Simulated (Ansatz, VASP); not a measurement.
## LiCl: VASP beside Ansatz

File INCAR:

```
ALGO = Normal
EDIFF = 1E-7
EDIFFG = -0.04
ENCUT = 600
GGA = PE
IBRION = 2
ISIF = 3
ISMEAR = 0
LASPH = True
LCHARG = False
LREAL = False
LWAVE = False
NELM = 80
NSW = 90
PREC = Accurate
SIGMA = 0.1
```

The input KPOINTS:

```
k-points
0
Gamma
  4 6 4
```

POSCAR

```
LiCl
1.0
    4.2293013300      0.0000000000      0.0000000000
    0.0000000000      3.0051782700      0.0000000000
   -1.2699401700      0.0000000000      7.1983021200
Li Cl
4 4
Direct
    0.2259386800      0.6595428100      0.8871688900
    0.7740613200      0.1595428100      0.6128311100
    0.7740613200      0.3404571900      0.1128311100
    0.2259386800      0.8404571900      0.3871688900
    0.2740613200      0.3404571900      0.6128311100
    0.7259386800      0.8404571900      0.8871688900
    0.7259386800      0.6595428100      0.3871688900
    0.2740613200      0.1595428100      0.1128311100
```

Input for Ansatz:

```yaml
crystal:
  lattice:
    - [4.22930133, 0.0, 0.0]
    - [0.0, 3.00517827, 0.0]
    - [-1.26994017, 0.0, 7.19830212]
  atoms:
    - { symbol: Li, position: [0.22593868, 0.65954281, 0.88716889] }
    - { symbol: Li, position: [0.77406132, 0.15954281, 0.61283111] }
    - { symbol: Li, position: [0.77406132, 0.34045719, 0.11283111] }
    - { symbol: Li, position: [0.22593868, 0.84045719, 0.38716889] }
    - { symbol: Cl, position: [0.27406132, 0.34045719, 0.61283111] }
    - { symbol: Cl, position: [0.72593868, 0.84045719, 0.88716889] }
    - { symbol: Cl, position: [0.72593868, 0.65954281, 0.38716889] }
    - { symbol: Cl, position: [0.27406132, 0.15954281, 0.11283111] }
basis:
  ecutwfc: 420
kpoints:
  mp_grid: { grid: [4, 6, 4] }
hamiltonian:
  xc: pbe
scf:
  occupations: { method: gaussian, width: 0.1 }
  lower_state_search: "off"
output:
  forces: true
  stress: true
  eigenvalues: true
relax:
  adjacent_minimum: "off"
  f_tol: 0.04
  max_steps: 70
  cell: { stress_tol: 0.4 }
```

Alike in both runs: task relaxation of cell and atoms; functional PBE; k mesh 4 × 6 × 4; occupations gaussian, width 0.1 eV; no spin polarisation.

|  | VASP | Ansatz |
| --- | --- | --- |
| version | VASP 6.6.1 | Ansatz 0.2.0 |
| potentials or method | VASP PAW PBE potentials, release 64 (Li_sv, Cl), cutoff 600 eV | scalar-relativistic, plane waves, PAW |
| valence electrons in the cell | 40 | 40 |

```csv
,VASP,Ansatz,Ansatz less VASP
"gap on the k mesh at the Fermi level, each at its own relaxed structure (eV)",6.39,6.26,-0.130
relaxed volume (Å³/atom),16.76,17.04,+0.283
relaxed length of the cell vector where the two differ most in proportion (Å),5.070,5.135,+0.0656
```

Noted on VASP's run: the cutoff is under 1.25 times that of the potentials, so the pressure is a little rough; the volume moved by over 15 % at a fixed basis, so the end points are rough.
